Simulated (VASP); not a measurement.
# Mo (Fd-3m) in VASP: further runs

Mo is run at these levels: PBE; tasks: single point.

Program: VASP 6.6.1. These are calculated values, not measurements. Logs are shortened: lines on timing, memory, paths and dates and some standing lists are left out, and cuts for length are marked.

## 1. The cell of the first run

The structure is cubic, space group Fd-3m (No. 227). The conventional cell has a = 4.190 Å, b = 4.190 Å, c = 4.190 Å, α = 90.00°, β = 90.00°, γ = 90.00°. Within 2.4 Å of Mo (site symmetry -43m) lie 4 Mo at 1.81 Å.

This isn't the form of Mo at room conditions, which is bcc.

## 2. Single point, PBE (9.20 Å³/atom)

INCAR reads:

```
ALGO = Normal ; EDIFF = 1E-7
ENCUT = 520 ; GGA = PE
ISIF = 2 ; ISMEAR = -1
LASPH = True ; LCHARG = True
LELF = True ; LREAL = False
LVHAR = True ; LWAVE = False
NBANDS = 21 ; NELM = 60
PREC = Accurate ; SIGMA = 0.05
```

KPOINTS reads:

```
k-points
0
Gamma
  14 14 14
```

POSCAR reads:

```
Mo
1.0
    0.0000000000      2.0952010972      2.0952010972
    2.0952010972      0.0000000000      2.0952010972
    2.0952010972      2.0952010972      0.0000000000
Mo
2
Direct
   -0.1250000000     -0.1250000000     -0.1250000000
    0.1250000000      0.1250000000      0.1250000000
```

Potentials or basis: VASP PAW PBE potentials, release 64 (Mo_sv).

On the command line:

```
$ cat potpaw_PBE.64/Mo_sv/POTCAR > POTCAR
$ mpirun -np 1 vasp_std > vasp.out
```

OUTCAR:

```text
EDIFF = 1E-7
   ENCUT = 520
   GGA = PE
   ISIF = 2
   ISMEAR = -1
   LASPH = True
   LREAL = False
   NELM = 60
   PREC = Accurate

 ion  position               nearest neighbor table
   1  0.875  0.875  0.875-   2 1.81   2 1.81   2 1.81   2 1.81   2 3.47   2 3.47   2 3.47   2 3.47
                             2 3.47   2 3.47   2 3.47   2 3.47   2 3.47   2 3.47   2 3.47   2 3.47
   2  0.125  0.125  0.125-   1 1.81   1 1.81   1 1.81   1 1.81   1 3.47   1 3.47   1 3.47   1 3.47
                             1 3.47   1 3.47   1 3.47   1 3.47   1 3.47   1 3.47   1 3.47   1 3.47

  LATTYP: Found a face centered cubic cell.
 ALAT       =     4.1904021944

  Lattice vectors:

 A1 = (   0.0000000000,   2.0952010972,   2.0952010972)
 A2 = (   2.0952010972,   0.0000000000,   2.0952010972)
 A3 = (   2.0952010972,   2.0952010972,   0.0000000000)

Analysis of symmetry for initial positions (statically):
=====================================================================
 Subroutine PRICEL returns:
 Original cell was already a primitive cell.

 Routine SETGRP: Setting up the symmetry group for a
 face centered cubic supercell.

 Subroutine GETGRP returns: Found 48 space group operations
 (whereof 12 operations were pure point group operations)
 out of a pool of 48 trial point group operations.

The static configuration has the point symmetry D_3d.
 The point group associated with its full space group is O_h .

Analysis of symmetry for dynamics (positions and initial velocities):
=====================================================================
 Subroutine PRICEL returns:
 Original cell was already a primitive cell.

 Routine SETGRP: Setting up the symmetry group for a
 face centered cubic supercell.

 Subroutine GETGRP returns: Found 48 space group operations
 (whereof 12 operations were pure point group operations)
 out of a pool of 48 trial point group operations.

The dynamic configuration has the point symmetry D_3d.
 The point group associated with its full space group is O_h .

 Subroutine INISYM returns: Found 48 space group operations
 (whereof 12 operations are pure point group operations),
 and found     1 'primitive' translations

----------------------------------------------------------------------------------------

                                     Primitive cell
[... 80 lines left out ...]
   NGXF,Y,Z  is equivalent  to a cutoff of  26.93, 26.93, 26.93 a.u.
 SYSTEM =  unknown system
   PREC   = accura    normal or accurate (medium, high low for compatibility)
   ISTART =      0    job   : 0-new  1-cont  2-samecut
   ICHARG =      2    charge: 1-file 2-atom 10-const
   ISPIN  =      1    spin polarized calculation?
   LNONCOLLINEAR =      F non collinear calculations
   LSORBIT =      F    spin-orbit coupling
   LASPH  =      T    aspherical Exc in radial PAW
   ENCUT  =  520.0 eV  38.22 Ry    6.18 a.u.   5.51  5.51  5.51*2*pi/ulx,y,z
   NELM   =     60;   NELMIN=  2; NELMDL= -5     # of ELM steps
   EDIFF  = 0.1E-06   stopping-criterion for ELM
   LREAL  =      F    real-space projection
   EDIFFG = 0.1E-05   stopping-criterion for IOM
   NSW    =      0    number of steps for IOM
   IBRION =     -1    ionic relax: 0-MD 1-quasi-New 2-CG
   NFREE  =      0    steps in history (QN), initial steepest desc. (CG)
   ISIF   =      2    stress and relaxation
   ISYM   =      2    0-nonsym 1-usesym 2-fastsym
   POTIM  = 0.5000    time-step for ionic-motion
   TEBEG  =    0.0;   TEEND  =   0.0 temperature during run
   PSTRESS=    0.0 pullay stress
   NELECT =      28.0000    total number of electrons
   NUPDOWN=      -1.0000    fix difference up-down
   EMIN   =  10.00;   EMAX   =-10.00  energy-range for DOS
   EFERMI =   0.00;   METHOD = LEGACY
   ISMEAR =    -1;   SIGMA  =   0.05  broadening in eV -4-tet -1-fermi 0-gaus
   EFERMI_NEDOS =   21; number of points for ismear=-14 and -15
   IALGO  =     38    algorithm
   IMIX   =      4    mixing-type and parameters
     AMIX     =   0.40;   BMIX     =  1.00
     AMIX_MAG =   1.60;   BMIX_MAG =  1.00
  volume/ion in A,a.u.               =       9.20        62.07
  Fermi-wavevector in a.u.,A,eV,Ry     =   1.883180  3.558694 48.251243  3.546366
  Thomas-Fermi vector in A             =   2.926172
   LORBIT       =      0    0 simple, 1 ext, 2 COOP (PROOUT), +10 PAW based schemes
   GGA     = PE    functional components
   LHFCALC =     F    Hartree Fock is set to
   AEXX    =    0.0000 exact exchange contribution
   IVDW    =     0    specifies the selected vdW correction
   LEPSILON=     F    determine dielectric tensor
   LRPA    =     F    only Hartree local field effects (RPA)
 non-spin polarized calculation
  energy-cutoff  :      520.00
  volume of cell :       18.40
 maximum number of plane-waves:       531
 NGX is ok and might be reduce to    24
   NGX = 11   NGY = 11   NGZ = 11

 number of electron      28.0000001 magnetization

 Free energy of the ion-electron system (eV)
  ---------------------------------------------------
  ext. energy  EPLUGINS =         0.00000000
  ---------------------------------------------------
  free energy    TOTEN  =         9.22801779 eV

  energy without entropy =        9.23536397  energy(sigma->0) =        9.23169088

 E-fermi :  23.4150     XC(G=0): -16.1426

 val. band max:       23.3998570074   @ k =  -0.3571   0.2857   0.0000
 cond. band min:      23.4269759154   @ k =   0.5000   0.2857   0.0714
 fundamental gap:      0.0271189080
 Fermi energy:        23.4150203040

 k-point     1 :       0.0000    0.0000    0.0000
  band No.  band energies     occupation
      1     -43.9638      2.00000
      2     -34.7805      2.00000
      3     -17.9837      2.00000
      4     -17.9837      2.00000
      5     -17.9837      2.00000
      6     -11.3449      2.00000
[... 565 lines left out ...]
     20      35.9867      0.00000
     21      39.4546      0.00000

 [... further k-points ...]
[... 5 lines left out ...]
  --------------------------------------------------------------------------------------
  -------------------------------------------------------------------------------------
  Total       79.2869197     79.2869197     79.2869197     -0.0000000     -0.0000000      0.0000000
  in kB     6905.6568534   6905.6568534   6905.6568534     -0.0000000     -0.0000000      0.0000000
  external PRESSURE =    6905.6568534 kB  Pullay stress =       0.0000000 kB

 VOLUME and BASIS-vectors are now :
 -----------------------------------------------------------------------------
  energy-cutoff  :      520.00
  volume of cell :       18.40
      direct lattice vectors                 reciprocal lattice vectors
     0.000000000  2.095201097  2.095201097    -0.238640578  0.238640578  0.238640578
     2.095201097  0.000000000  2.095201097     0.238640578 -0.238640578  0.238640578
     2.095201097  2.095201097  0.000000000     0.238640578  0.238640578 -0.238640578

 POSITION                                       TOTAL-FORCE (eV/Angst)
 -----------------------------------------------------------------------------------
      3.66660      3.66660      3.66660        -0.000000     -0.000000     -0.000000
      0.52380      0.52380      0.52380         0.000000      0.000000      0.000000
 -----------------------------------------------------------------------------------
    total drift:                                0.000000      0.000000      0.000000

  FREE ENERGIE OF THE ION-ELECTRON SYSTEM (eV)
  ---------------------------------------------------
  free  energy   TOTEN  =         9.2280177860 eV

  energy  without entropy=        9.2353639685  energy(sigma->0) =        9.23169088
```

stdout:

```text
POSCAR found type information on POSCAR Mo
 POSCAR found :  1 types and       2 ions
 scaLAPACK will be used
 LDA part: xc-table for (Slater+PW92), standard interpolation
 POSCAR, INCAR and KPOINTS ok, starting setup
 FFT: planning ... GRIDC
 FFT: planning ... GRID_SOFT
 FFT: planning ... GRID
 WAVECAR not read
 entering main loop
```

Run time: 69 s. Hardware: 1 thread of Intel Xeon 8259CL, shared host; peak memory 0.16 GiB.

The run converged, but its numbers aren't listed here, since they failed a check.

Caveat: atoms lie so close that the PAW spheres overlap strongly, which falsifies energies and pressures; the cell stands under pressure.

## 3. Single point, PBE (9.20 Å³/atom)

INCAR reads:

```
SYSTEM = Mo
PREC = Accurate ; ENCUT = 520
EDIFF = 1E-6 ; ISMEAR = -1
SIGMA = 0.05 ; LREAL = .False.
LASPH = .True. ; NELM = 60
ALGO = Normal ; ISIF = 2
LWAVE = .False. ; LCHARG = .False.
GGA = PE ; NBANDS = 21
```

KPOINTS reads:

```
Automatic mesh
0
Gamma
  14 14 14
  0 0 0
```

POSCAR is that of step 2.

Potentials or basis: VASP PAW PBE potentials, release 64 (Mo_sv).

On the command line:

```
$ cat potpaw_PBE.64/Mo_sv/POTCAR > POTCAR
$ mpirun -np 1 vasp_std > vasp.out
```

OUTCAR:

```text
SYSTEM = Mo
   PREC = Accurate
   ENCUT = 520
   EDIFF = 1E-6
   ISMEAR = -1
   LREAL = .False.
   LASPH = .True.
   NELM = 60
   ISIF = 2
   GGA = PE

 ion  position               nearest neighbor table
   1  0.875  0.875  0.875-   2 1.81   2 1.81   2 1.81   2 1.81   2 3.47   2 3.47   2 3.47   2 3.47
                             2 3.47   2 3.47   2 3.47   2 3.47   2 3.47   2 3.47   2 3.47   2 3.47
   2  0.125  0.125  0.125-   1 1.81   1 1.81   1 1.81   1 1.81   1 3.47   1 3.47   1 3.47   1 3.47
                             1 3.47   1 3.47   1 3.47   1 3.47   1 3.47   1 3.47   1 3.47   1 3.47

  LATTYP: Found a face centered cubic cell.
 ALAT       =     4.1904021944

[... 762 lines left out ...]
     20      35.9867      0.00000
     21      39.4546      0.00000

 [... further k-points ...]
[... 5 lines left out ...]
  --------------------------------------------------------------------------------------
  -------------------------------------------------------------------------------------
  Total       79.2873522     79.2873522     79.2873522     -0.0000000     -0.0000000      0.0000000
  in kB     6905.6945224   6905.6945224   6905.6945224     -0.0000000     -0.0000000      0.0000000
  external PRESSURE =    6905.6945224 kB  Pullay stress =       0.0000000 kB

 VOLUME and BASIS-vectors are now :
 -----------------------------------------------------------------------------
  energy-cutoff  :      520.00
  volume of cell :       18.40
      direct lattice vectors                 reciprocal lattice vectors
     0.000000000  2.095201097  2.095201097    -0.238640578  0.238640578  0.238640578
     2.095201097  0.000000000  2.095201097     0.238640578 -0.238640578  0.238640578
     2.095201097  2.095201097  0.000000000     0.238640578  0.238640578 -0.238640578

 POSITION                                       TOTAL-FORCE (eV/Angst)
 -----------------------------------------------------------------------------------
      3.66660      3.66660      3.66660         0.000000      0.000000      0.000000
      0.52380      0.52380      0.52380        -0.000000     -0.000000     -0.000000
 -----------------------------------------------------------------------------------
    total drift:                                0.000000      0.000000      0.000000

  FREE ENERGIE OF THE ION-ELECTRON SYSTEM (eV)
  ---------------------------------------------------
  free  energy   TOTEN  =         9.2280178109 eV

  energy  without entropy=        9.2353640133  energy(sigma->0) =        9.23169091
```

OSZICAR:

```text
N       E                     dE             d eps       ncg     rms          rms(c)
DAV:   1     0.339004195218E+03    0.33900E+03   -0.17872E+04  4368   0.152E+03
DAV:   2     0.153872978180E+02   -0.32362E+03   -0.31424E+03  4876   0.494E+02
DAV:   3     0.866847438393E+01   -0.67188E+01   -0.66939E+01  4808   0.738E+01
DAV:   4     0.864420367206E+01   -0.24271E-01   -0.24267E-01  4953   0.491E+00
DAV:   5     0.864402824698E+01   -0.17543E-03   -0.17542E-03  4798   0.372E-01    0.163E+02
DAV:   6     0.910460360150E+01    0.46058E+00   -0.43058E-01  4658   0.560E+00    0.100E+02
DAV:   7     0.921345208559E+01    0.10885E+00   -0.37112E-01  4748   0.489E+00    0.223E+00
DAV:   8     0.922795891022E+01    0.14507E-01   -0.47889E-02  4583   0.198E+00    0.108E-01
DAV:   9     0.922799539272E+01    0.36483E-04   -0.43493E-04  5008   0.183E-01    0.538E-02
DAV:  10     0.922801416396E+01    0.18771E-04   -0.36710E-05  4675   0.658E-02    0.193E-02
DAV:  11     0.922801655455E+01    0.23906E-05   -0.20349E-06  4069   0.136E-02    0.368E-03
DAV:  12     0.922801776421E+01    0.12097E-05   -0.10937E-07  2484   0.351E-03    0.441E-04
DAV:  13     0.922801781086E+01    0.46653E-07   -0.82973E-09  2464   0.895E-04
   1 F= 0.92280178E+01 E0= 0.92316909E+01  d E =-.734620E-02
```

Wall time 67 s (1 thread of Intel Xeon 8259CL, shared host); peak memory 0.16 GiB.

The run converged, but its numbers aren't listed here, since they failed a check.

Caveat: atoms lie so close that the PAW spheres overlap strongly, which falsifies energies and pressures; the cell stands under pressure.

## 4. Single point, PBE (10.35 Å³/atom)

This run uses another cell than the first one, of 10.35 Å³/atom.

INCAR reads:

```
PREC = Accurate
ENCUT = 520
EDIFF = 1E-6
ISMEAR = -1
SIGMA = 0.05
LREAL = False
LASPH = True
NELM = 80
ALGO = Normal
ISIF = 2
LWAVE = False
LCHARG = False
GGA = PE
NBANDS = 21
```

KPOINTS reads:

```
regular mesh
0
Gamma
  14 14 14
```

POSCAR reads:

```
Mo
1.0
    0.0000000000      2.1790969542      2.1790969542
    2.1790969542      0.0000000000      2.1790969542
    2.1790969542      2.1790969542      0.0000000000
Mo
2
Direct
   -0.1250000000     -0.1250000000     -0.1250000000
    0.1250000000      0.1250000000      0.1250000000
```

On the command line:

```
$ cat potpaw_PBE.64/Mo_sv/POTCAR > POTCAR
$ mpirun -np 1 vasp_std > vasp.out
```

Run time: 60 s. Hardware: 1 thread of Intel Xeon 8259CL, shared host; peak memory 0.16 GiB.

The run converged. Its results:

* Free energy: 1.0060 eV
* Pressure: 470.9 GPa
* Band gap on the k mesh: zero (bands 14 and 15 overlap by 2.62 eV)

Levels at points of the mesh, in eV from the Fermi level:
```
           k point  band 11  band 12  band 13  band 14  band 15  band 16  band 17  band 18
(0.00, 0.00, 0.00)    -8.16    -3.45    -3.45    -3.45     3.47     3.47     3.47     9.59
(0.50, 0.00, 0.00)    -7.22    -5.69    -5.69    -3.78     2.67     5.24     5.24     7.64
(0.50, 0.50, 0.00)    -5.77    -5.77    -2.08    -2.08     4.15     4.15     7.48     7.48
```

Caveat: atoms lie so close that the PAW spheres overlap strongly, which falsifies energies and pressures; the cell stands under pressure.

## 5. Single point, PBE (12.65 Å³/atom)

This run uses another cell than the first one, of 12.65 Å³/atom.

INCAR reads:

```
SYSTEM = Mo
ALGO = Normal ; EDIFF = 1E-6
ENCUT = 520 ; GGA = PE
ISIF = 2 ; ISMEAR = -1
LASPH = .TRUE. ; LCHARG = .TRUE.
LELF = .TRUE. ; LREAL = .FALSE.
LVHAR = .TRUE. ; LWAVE = .FALSE.
NBANDS = 21 ; NELM = 80
PREC = Accurate ; SIGMA = 0.05
```

KPOINTS reads:

```
k-points
0
G
  14 14 14
  0 0 0
```

POSCAR reads:

```
Mo
1.0
    0.0000000000      2.3298427630      2.3298427630
    2.3298427630      0.0000000000      2.3298427630
    2.3298427630      2.3298427630      0.0000000000
Mo
2
Direct
   -0.1250000000     -0.1250000000     -0.1250000000
    0.1250000000      0.1250000000      0.1250000000
```

On the command line:

```
$ cat potpaw_PBE.64/Mo_sv/POTCAR > POTCAR
$ mpirun -np 1 vasp_std > vasp.out
```

Run time: 1.7 min. Hardware: 1 thread of Intel Xeon 8259CL, shared host; peak memory 0.18 GiB.

Results (log left out):

* Free energy: -8.6196 eV
* Pressure: 230.6 GPa
* Band gap on the k mesh: zero (bands 14 and 15 overlap by 1.51 eV)

Levels at points of the mesh, in eV from the Fermi level:
| k point | band 10 | band 11 | band 12 | band 13 | band 14 | band 15 | band 16 | band 17 | band 18 | band 19 |
| --- | --- | --- | --- | --- | --- | --- | --- | --- | --- | --- |
| (0.00, 0.00, 0.00) | -6.14 | -6.14 | -2.73 | -2.73 | -2.73 | 2.47 | 2.47 | 2.47 | 7.98 | 7.98 |
| (0.50, 0.00, 0.00) | -5.43 | -5.43 | -4.20 | -4.20 | -2.97 | 1.83 | 4.21 | 4.21 | 6.37 | 6.37 |
| (0.50, 0.50, 0.00) | -7.50 | -4.24 | -4.24 | -0.96 | -0.96 | 2.52 | 2.52 | 6.56 | 6.56 | 7.51 |

Caveat: atoms lie so close that the PAW spheres overlap strongly, which falsifies energies and pressures; the cell stands under pressure.

## 6. Single point, PBE (12.65 Å³/atom)

This run uses another cell than the first one, of 12.65 Å³/atom.

INCAR reads:

```
  PREC = Accurate
  ENCUT = 520
  EDIFF = 1E-7
  ISMEAR = -1
  SIGMA = 0.05
  LREAL = F
  LASPH = T
  NELM = 60
  ALGO = Normal
  ISIF = 2
  LWAVE = F
  LCHARG = T
  GGA = PE
  LELF = T
  LVHAR = T
  NBANDS = 21
```

KPOINTS reads:

```
regular mesh
0
Gamma
  14 14 14
```

POSCAR is that of step 5.

Potentials or basis: VASP PAW PBE potentials, release 64 (Mo_sv).

On the command line:

```
$ cat potpaw_PBE.64/Mo_sv/POTCAR > POTCAR
$ mpirun -np 1 vasp_std > vasp.out
```

OUTCAR:

```text
PREC = Accurate
   ENCUT = 520
   EDIFF = 1E-7
   ISMEAR = -1
   LREAL = F
   LASPH = T
   NELM = 60
   ISIF = 2
   GGA = PE

 ion  position               nearest neighbor table
   1  0.875  0.875  0.875-   2 2.02   2 2.02   2 2.02   2 2.02
   2  0.125  0.125  0.125-   1 2.02   1 2.02   1 2.02   1 2.02

  LATTYP: Found a face centered cubic cell.
 ALAT       =     4.6596855260

  Lattice vectors:

[... 188 lines left out ...]
  band No.  band energies     occupation
      1     -47.0238      2.00000
      2     -42.8265      2.00000
      3     -21.6097      2.00000
      4     -21.6097      2.00000
      5     -21.6097      2.00000
      6     -17.5843      2.00000
[... 565 lines left out ...]
     20      27.7740      0.00000
     21      30.2081      0.00000

 [... further k-points ...]
[... 5 lines left out ...]
  --------------------------------------------------------------------------------------
  -------------------------------------------------------------------------------------
  Total       36.3994872     36.3994872     36.3994872      0.0000000      0.0000000      0.0000000
  in kB     2305.6639809   2305.6639809   2305.6639809      0.0000000      0.0000000      0.0000000
  external PRESSURE =    2305.6639809 kB  Pullay stress =       0.0000000 kB

 VOLUME and BASIS-vectors are now :
 -----------------------------------------------------------------------------
  energy-cutoff  :      520.00
  volume of cell :       25.29
      direct lattice vectors                 reciprocal lattice vectors
     0.000000000  2.329842763  2.329842763    -0.214606757  0.214606757  0.214606757
     2.329842763  0.000000000  2.329842763     0.214606757 -0.214606757  0.214606757
     2.329842763  2.329842763  0.000000000     0.214606757  0.214606757 -0.214606757

 POSITION                                       TOTAL-FORCE (eV/Angst)
 -----------------------------------------------------------------------------------
      4.07722      4.07722      4.07722         0.000000     -0.000000     -0.000000
      0.58246      0.58246      0.58246        -0.000000      0.000000      0.000000
 -----------------------------------------------------------------------------------
    total drift:                                0.000000     -0.000000     -0.000000

  FREE ENERGIE OF THE ION-ELECTRON SYSTEM (eV)
  ---------------------------------------------------
  free  energy   TOTEN  =        -8.6195791569 eV

  energy  without entropy=       -8.6065519318  energy(sigma->0) =       -8.61306554
```

It took 2.1 min on 1 thread of Intel Xeon 8259CL, shared host; peak memory 0.18 GiB.

What came out:

```yaml
Free_energy: -8.6196 eV
Pressure: 230.6 GPa
Band_gap_on_the_k_mesh: zero (bands 14 and 15 overlap by 1.51 eV)
```

Levels at points of the mesh, in eV from the Fermi level:
| k point | band 12 | band 13 | band 14 | band 15 | band 16 | band 17 |
| --- | --- | --- | --- | --- | --- | --- |
| (0.00, 0.00, 0.00) | -2.73 | -2.73 | -2.73 | 2.47 | 2.47 | 2.47 |
| (0.50, 0.00, 0.00) | -4.20 | -4.20 | -2.97 | 1.83 | 4.21 | 4.21 |
| (0.50, 0.50, 0.00) | -4.24 | -0.96 | -0.96 | 2.52 | 2.52 | 6.56 |

Caveat: atoms lie so close that the PAW spheres overlap strongly, which falsifies energies and pressures; the cell stands under pressure.
